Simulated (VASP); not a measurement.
# Ti3O4 (P1) in VASP: single point with PBEsol

Aim: the single point of Ti3O4 with PBEsol.

Program: VASP 6.6.1. These are calculated values, not measurements. Logs are shortened: lines on timing, memory, paths and dates and some standing lists are left out, and cuts for length are marked.

**1. The cell of the first run**

The typed cell holds 7 atoms: a = 4.798 Å, b = 4.981 Å, c = 2.940 Å, α = 93.20°, β = 89.51°, γ = 104.69°.

**2. Single point, PBEsol (atoms moved at random and the cell strained at random)**

INCAR reads:

```
ALGO = Normal
EDIFF = 1E-6
ENCUT = 520
GGA = PS
ISIF = 2
ISMEAR = 0
LASPH = T
LCHARG = F
LREAL = F
LWAVE = F
NBANDS = 39
NELM = 80
PREC = Accurate
SIGMA = 0.15
```

KPOINTS reads:

```
k-points
0
Gamma
  8 8 14
```

POSCAR reads:

```
Ti3O4
1.0
    2.9103695593     -3.8145748076      0.0224454112
    3.0631048005      3.9249595746     -0.1378731716
   -0.0588276351     -0.0590506763      2.9385340498
Ti O
3 4
Direct
    0.0597964070     -0.0706377828      0.5190056193
    0.4101617746     -0.0252523870      0.0742524570
    0.0779883626      0.4886184552     -0.0237922438
    0.8035928126      0.8823266829     -0.1217478018
    0.1766823058      0.7192373661      0.5212278639
    0.3299552890      0.2807184895     -0.0242663854
    0.6418230483      0.2249891762      0.5553204907
```

Potentials or basis: VASP PAW PBE potentials, release 64 (Ti_sv, O).

Command:

```console
> cat potpaw_PBE.64/Ti_sv/POTCAR potpaw_PBE.64/O/POTCAR > POTCAR
> mpirun -np 1 vasp_std > vasp.out
```

OUTCAR:

```text
EDIFF = 1E-6
   ENCUT = 520
   GGA = PS
   ISIF = 2
   ISMEAR = 0
   LASPH = T
   LREAL = F
   NELM = 80
   PREC = Accurate

 ion  position               nearest neighbor table
   1  0.060  0.929  0.519-   5 1.31   4 1.59   2 2.10   4 2.23   6 2.27   2 2.31   3 2.66   3 2.66

   2  0.410  0.975  0.074-   6 1.70   7 1.98   5 2.01   1 2.10   4 2.12   5 2.14   7 2.14   1 2.31
                             3 2.54
   3  0.078  0.489  0.976-   6 1.78   5 1.79   5 1.91   2 2.54   1 2.66   1 2.66
   4  0.804  0.882  0.878-   1 1.59   2 2.12   1 2.23
   5  0.177  0.719  0.521-   1 1.31   3 1.79   3 1.91   2 2.01   2 2.14
   6  0.330  0.281  0.976-   2 1.70   3 1.78   1 2.27
   7  0.642  0.225  0.555-   2 1.98   2 2.14

  LATTYP: Found a triclinic cell.
 ALAT       =     4.9806553477
 B/A-ratio  =     0.9633465397
 C/A-ratio  =     0.5902267419
 COS(alpha) =     0.0085075722
 COS(beta)  =     0.0558071168
 COS(gamma) =     0.2535971115

  Lattice vectors:

 A1 = (  -3.0631048005,  -3.9249595746,   0.1378731716)
 A2 = (   2.9103695593,  -3.8145748076,   0.0224454112)
 A3 = (  -0.0588276351,  -0.0590506763,   2.9385340498)

Analysis of symmetry for initial positions (statically):
=====================================================================
 Subroutine PRICEL returns:
 Original cell was already a primitive cell.

 Routine SETGRP: Setting up the symmetry group for a
 triclinic supercell.

 Subroutine GETGRP returns: Found  1 space group operations
 (whereof  1 operations were pure point group operations)
 out of a pool of  2 trial point group operations.

The static configuration has the point symmetry C_1 .

Analysis of symmetry for dynamics (positions and initial velocities):
=====================================================================
 Subroutine PRICEL returns:
 Original cell was already a primitive cell.

 Routine SETGRP: Setting up the symmetry group for a
 triclinic supercell.

 Subroutine GETGRP returns: Found  1 space group operations
 (whereof  1 operations were pure point group operations)
 out of a pool of  2 trial point group operations.

The dynamic configuration has the point symmetry C_1 .

 Subroutine INISYM returns: Found  1 space group operations
 (whereof  1 operations are pure point group operations),
 and found     1 'primitive' translations

[... 98 lines left out ...]
   ISPIN  =      1    spin polarized calculation?
   LNONCOLLINEAR =      F non collinear calculations
   LSORBIT =      F    spin-orbit coupling
   LASPH  =      T    aspherical Exc in radial PAW
   ENCUT  =  520.0 eV  38.22 Ry    6.18 a.u.   8.92  9.26  5.47*2*pi/ulx,y,z
   NELM   =     80;   NELMIN=  2; NELMDL= -5     # of ELM steps
   EDIFF  = 0.1E-05   stopping-criterion for ELM
   LREAL  =      F    real-space projection
   EDIFFG = 0.1E-04   stopping-criterion for IOM
   NSW    =      0    number of steps for IOM
   IBRION =     -1    ionic relax: 0-MD 1-quasi-New 2-CG
   NFREE  =      0    steps in history (QN), initial steepest desc. (CG)
   ISIF   =      2    stress and relaxation
   ISYM   =      2    0-nonsym 1-usesym 2-fastsym
   POTIM  = 0.5000    time-step for ionic-motion
   TEBEG  =    0.0;   TEEND  =   0.0 temperature during run
   PSTRESS=    0.0 pullay stress
   NELECT =      60.0000    total number of electrons
   NUPDOWN=      -1.0000    fix difference up-down
   EMIN   =  10.00;   EMAX   =-10.00  energy-range for DOS
   EFERMI =   0.00;   METHOD = LEGACY
   ISMEAR =     0;   SIGMA  =   0.15  broadening in eV -4-tet -1-fermi 0-gaus
   EFERMI_NEDOS =   21; number of points for ismear=-14 and -15
   IALGO  =     38    algorithm
   IMIX   =      4    mixing-type and parameters
     AMIX     =   0.40;   BMIX     =  1.00
     AMIX_MAG =   1.60;   BMIX_MAG =  1.00
  volume/ion in A,a.u.               =       9.69        65.41
  Fermi-wavevector in a.u.,A,eV,Ry     =   1.571368  2.969456 33.595483  2.469198
  Thomas-Fermi vector in A             =   2.672963
   LORBIT       =      0    0 simple, 1 ext, 2 COOP (PROOUT), +10 PAW based schemes
   GGA     = PS    functional components
   LHFCALC =     F    Hartree Fock is set to
   AEXX    =    0.0000 exact exchange contribution
   IVDW    =     0    specifies the selected vdW correction
   LEPSILON=     F    determine dielectric tensor
   LRPA    =     F    only Hartree local field effects (RPA)
 non-spin polarized calculation
 Gauss-broadening in eV      SIGMA  =   0.15
  energy-cutoff  :      520.00
  volume of cell :       67.85
 maximum number of plane-waves:      1849
   NGX = 17   NGY = 19   NGZ = 11

 number of electron      59.9999996 magnetization

 Free energy of the ion-electron system (eV)
  ---------------------------------------------------
  ext. energy  EPLUGINS =         0.00000000
  ---------------------------------------------------
  free energy    TOTEN  =       -45.53773980 eV

  energy without entropy =      -45.49231193  energy(sigma->0) =      -45.51502586

 E-fermi :   9.4923     XC(G=0): -12.2927

 val. band max:        9.4919611096   @ k =  -0.0000   0.5000   0.0714
 cond. band min:       9.4945466503   @ k =   0.3750  -0.3750   0.4286
 fundamental gap:      0.0025855407
 Fermi energy:         9.4922919195

 k-point     1 :       0.0000    0.0000    0.0000
  band No.  band energies     occupation
      1     -48.8346      2.00000
      2     -47.9906      2.00000
      3     -47.4492      2.00000
      4     -28.2999      2.00000
      5     -25.6765      2.00000
      6     -24.8135      2.00000
[... 997 lines left out ...]
     38      12.5560      0.00000
     39      13.0485      0.00000

 [... further k-points ...]
[... 5 lines left out ...]
  --------------------------------------------------------------------------------------
  -------------------------------------------------------------------------------------
  Total       17.2671043     90.0526003     29.8118593     11.3480751      1.6631422    -11.2813139
  in kB      407.7446917   2126.4984094    703.9760232    267.9729800     39.2733711   -266.3964828
  external PRESSURE =    1079.4063747 kB  Pullay stress =       0.0000000 kB

 VOLUME and BASIS-vectors are now :
 -----------------------------------------------------------------------------
  energy-cutoff  :      520.00
  volume of cell :       67.85
      direct lattice vectors                 reciprocal lattice vectors
     2.910369559 -3.814574808  0.022445411     0.169870304 -0.132543761  0.000737194
     3.063104801  3.924959575 -0.137873172     0.165189991  0.126067789  0.005840370
    -0.058827635 -0.059050676  2.938534050     0.006453034  0.006927388  0.340574132

 POSITION                                       TOTAL-FORCE (eV/Angst)
 -----------------------------------------------------------------------------------
      2.99023      3.38896      1.39832        13.254419     51.679812     -6.645291
      4.17511      2.25687      0.09301         8.807714    -10.295551     -1.356718
      1.66624      1.56267      2.80300        -6.689476      0.194742      1.087804
      4.98975      0.34587      2.47716        -6.827139      2.841623      6.910279
      2.68665      2.11823      1.43645        -9.475190    -47.722643      1.083081
      1.76276     -0.21445      2.83593        -1.559837      5.647284      0.171952
      2.52444     -1.59800      1.61521         2.489510     -2.345266     -1.251107
 -----------------------------------------------------------------------------------
    total drift:                               -0.000573     -0.001277      0.000096

  FREE ENERGIE OF THE ION-ELECTRON SYSTEM (eV)
  ---------------------------------------------------
  free  energy   TOTEN  =       -45.5377397976 eV

  energy  without entropy=      -45.4923119257  energy(sigma->0) =      -45.51502586
```

OSZICAR:

```text
N       E                     dE             d eps       ncg     rms          rms(c)
DAV:   1     0.946751319617E+03    0.94675E+03   -0.30587E+04 35256   0.195E+03
DAV:   2     0.997205665406E+02   -0.84703E+03   -0.80963E+03 36302   0.594E+02
DAV:   3    -0.449379562294E+02   -0.14466E+03   -0.14099E+03 49095   0.226E+02
[... 11 lines left out ...]
DAV:  15    -0.455377183338E+02    0.45401E-03   -0.27166E-03 54397   0.529E-01    0.561E-02
DAV:  16    -0.455377388556E+02   -0.20522E-04   -0.39810E-04 52231   0.146E-01    0.489E-02
DAV:  17    -0.455377405430E+02   -0.16874E-05   -0.73739E-05 56161   0.681E-02    0.187E-02
DAV:  18    -0.455377399811E+02    0.56186E-06   -0.21804E-05 49734   0.460E-02    0.726E-03
DAV:  19    -0.455377397976E+02    0.18359E-06   -0.32605E-06 33510   0.167E-02
   1 F= -.45537740E+02 E0= -.45515026E+02  d E =-.454279E-01
```

It took 28 min on 1 thread of Intel Xeon Platinum 8259CL at 2.50GHz (Skylake/Cascade Lake), shared host; peak memory 0.87 GiB.

What came out:

- Free energy: -45.5377 eV
- Pressure: 107.9 GPa
- Largest force: 53.765 eV/Å
- Band gap on the k mesh: zero (band 30 reaches 9.76 eV, above the bottom of band 31 at 9.31 eV)

Forces on the atoms (eV/Å):
```
Ti   13.254  51.680  -6.645
Ti    8.808 -10.296  -1.357
Ti   -6.689   0.195   1.088
O    -6.827   2.842   6.910
O    -9.475 -47.723   1.083
O    -1.560   5.647   0.172
O     2.490  -2.345  -1.251
```

Caveat: the cell differs from its parent crystal (atoms moved at random and the cell strained at random); the PAW data sets were made with another functional, which shifts forces and pressure a little; semilocal functionals often make such compounds metallic where correlation or magnetic order opens a gap, which also shifts bond lengths.
